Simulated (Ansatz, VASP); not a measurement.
Al in VASP and in Ansatz

The input INCAR:

```
SYSTEM = Al
PREC = Accurate
ENCUT = 520
EDIFF = 1E-6
ISMEAR = 0
SIGMA = 0.15
LREAL = .False.
LASPH = .True.
NELM = 80
ALGO = Normal
ISIF = 2
LWAVE = .False.
LCHARG = .True.
GGA = PE
IVDW = 12
LELF = .True.
LVHAR = .True.
NBANDS = 8
```

File KPOINTS:

```
Automatic mesh
0
Gamma
  22 22 22
  0 0 0
```

File POSCAR:

```
Al
1.0
    0.0000000000      2.1923418360      1.3794214832
    2.1923418360      0.0000000000      1.3794214832
    2.1923418360      2.1923418360      0.0000000000
Al
1
Direct
    0.0000000000      0.0000000000      0.0000000000
```

Input for Ansatz:

```yaml
crystal:
  lattice:
    - [0.0, 2.192341836, 1.3794214832]
    - [2.192341836, 0.0, 1.3794214832]
    - [2.192341836, 2.192341836, 0.0]
  atoms:
    - { symbol: Al, position: [0.0, 0.0, 0.0] }
basis:
  ecutwfc: 420
kpoints:
  mp_grid: { grid: [22, 22, 22] }
hamiltonian:
  xc: pbe
  pseudopotentials: { kind: paw, azcp: { folder: soft_1 } }
  dispersion: d3bj
scf:
  occupations: { method: gaussian, width: 0.15 }
output:
  forces: true
  stress: true
  eigenvalues: true
  write_density: true
  write_potential: true
  elf: true
  volumetric_format: npy
```

Alike in both runs: task single point; functional PBE; dispersion D3(BJ); k mesh 22 × 22 × 22; occupations gaussian, width 0.15 eV; no spin polarisation.

|  | VASP | Ansatz |
| --- | --- | --- |
| version | VASP 6.6.1 | Ansatz 0.2.0 |
| potentials or method | VASP PAW PBE potentials, release 64 (Al), cutoff 520 eV | scalar-relativistic, plane waves, PAW |
| valence electrons in the cell | 3 | 3 |

|  | VASP | Ansatz | Ansatz less VASP |
| --- | --- | --- | --- |
| gap on the k mesh at the Fermi level (eV) | none | none | - |
| pressure (GPa) | 23.7 | 23.6 | -0.05 |
| traceless stress, the component that is largest in VASP (GPa) | -0.47 | -0.45 | +0.017 |

A gap of «none» marks a metal or a gap that the smearing closes.
